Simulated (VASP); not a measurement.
# NaLi3S2: relaxation of cell and atoms with PBE

Crystal: NaLi3S2.

```
Na Li S
1.0
     4.08453    0.00000    0.00000
    -2.04226    3.53731    0.00000
     0.00000    0.00000    6.72023
Na Li S
1 3 2
Direct
  0.00000 0.00000 0.00000
  0.00000 0.00000 0.50000
  0.66667 0.33333 0.65865
  0.33333 0.66667 0.34135
  0.66667 0.33333 0.28207
  0.33333 0.66667 0.71793
```

The cell was built from a structure type or drawn by symmetry, and may not be a known phase.

```json
{
 "Program": "VASP 6.6.1",
 "Task": "relaxation of cell and atoms",
 "Functional": "PBE",
 "Potentials or basis": "VASP PAW PBE potentials, release 64 (Na_pv, Li_sv, S)",
 "Cutoff": "600 eV",
 "k mesh": "6 × 6 × 4",
 "Occupations": "gaussian, width 0.02 eV",
 "Spin": "no spin polarisation",
 "Dipole correction": "no",
 "Further INCAR settings": "ALGO = Normal; EDIFF = 1e-06; IBRION = 2; EDIFFG = -0.01; NSW = 100; ISIF = 3"
}
```

```yaml
Relaxed_volume: 16.11 Å³/atom
Relaxed_cell: a = 4.077 Å, b = 4.077 Å, c = 6.713 Å, α = 90.00°, β = 90.00°, γ = 120.00°
Space_group_after_relaxing_to_0.1_Å: P-3m1 (No. 164)
Energy_gained_by_relaxing: 0.2 meV/atom
Ionic_steps: 7
Pressure_after_relaxing: 0.0 GPa
Largest_force_after_relaxing: 0.003 eV/Å
Band_gap_on_the_k_mesh: 3.50 eV
```

Forces in eV/Å, atoms in the order of the input:
```
Na   0.000  0.000  0.000
Li   0.000  0.000  0.000
Li   0.000  0.000  0.003
Li   0.000  0.000 -0.003
S    0.000  0.000  0.003
S    0.000  0.000 -0.003
```

The path:
```
step  energy change (eV)  largest force (eV/Å)  pressure (GPa)  volume (Å³)
   1              0.0000                0.0362           -0.15        97.10
   2             -0.0003                0.0334           -0.06        96.88
   3             -0.0005                0.0292            0.07        96.56
   4             -0.0007                0.0243            0.04        96.59
   5             -0.0009                0.0109           -0.02        96.67
   6             -0.0009                0.0150           -0.03        96.69
   7             -0.0010                0.0034            0.02        96.63
```

Final structure:
```
CELL_PARAMETERS angstrom
4.07685 0.00000 0.00000
-2.03842 3.53066 0.00000
0.00000 0.00000 6.71345
ATOMIC_POSITIONS crystal
Na 0.00000 0.00000 0.00000
Li 0.00000 0.00000 0.50000
Li 0.66667 0.33333 0.66171
Li 0.33333 0.66667 0.33829
S 0.66667 0.33333 0.28139
S 0.33333 0.66667 0.71861
```

Levels at points of the mesh, in eV from the valence-band top:
```csv
k point,band 11,band 12,band 13,band 14,band 15,band 16,band 17,band 18
"(0.00, 0.00, 0.00)",-0.85,-0.35,-0.35,0.00,3.50,4.71,5.42,5.42
"(0.50, 0.00, 0.00)",-1.82,-1.79,-0.81,-0.76,4.59,4.82,5.89,6.69
"(0.00, 0.00, 0.50)",-0.77,-0.77,-0.44,-0.44,4.50,4.88,5.34,5.34
"(0.50, 0.00, 0.50)",-1.74,-1.21,-0.89,-0.66,4.14,4.85,5.15,6.33
```

It took 2.1 min on 1 thread of Intel(R) Xeon(R) Platinum 8488C (Sapphire Rapids) (shared host), peak memory 0.27 GiB.

Caveat: the cutoff is under 1.25 times the usual one of these potentials, so pressure, stress and relaxed cells hold a basis-set (Pulay) error.
